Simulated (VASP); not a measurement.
A run of VASP 6.6.1 is set up as follows.

The input INCAR:

```
SYSTEM = GaCo
ALGO = Normal
EDIFF = 1E-6
ENCUT = 520
GGA = PE
ISIF = 2
ISMEAR = 0
ISPIN = 2
LASPH = .True.
LCHARG = .False.
LMAXMIX = 4
LORBIT = 11
LREAL = .False.
LWAVE = .False.
MAGMOM = -0.01 0.16
NBANDS = 22
NELM = 150
PREC = Accurate
SIGMA = 0.1
```

Contents of KPOINTS:

```
k-points
0
Gamma
  14 14 14
  0 0 0
```

Contents of POSCAR:

```
GaCo
1.0
    2.7997759600      0.0000000000      0.0000000000
    0.0000000000      2.7997759600      0.0000000000
    0.0000000000      0.0000000000      2.7997759600
Ga Co
1 1
Direct
    0.5000000000      0.5000000000      0.5000000000
    0.0000000000      0.0000000000      0.0000000000
```

Potentials or basis: VASP PAW PBE potentials, release 64 (Ga_d, Co).

The run is started by

```bash
$ cat potpaw_PBE.64/Ga_d/POTCAR potpaw_PBE.64/Co/POTCAR > POTCAR
$ mpirun -np 1 vasp_std > vasp.out
```

(1) What does it give for the band gap on the k mesh?

(2) Estimate the pressure.

(3) Estimate the net moment.

Results:

(1) zero (filled and empty bands overlap).

(2) 19.0 GPa.

(3) 0.01 μB per cell.

Caveat: the cell differs from its parent crystal (strained); the cell stands under pressure.
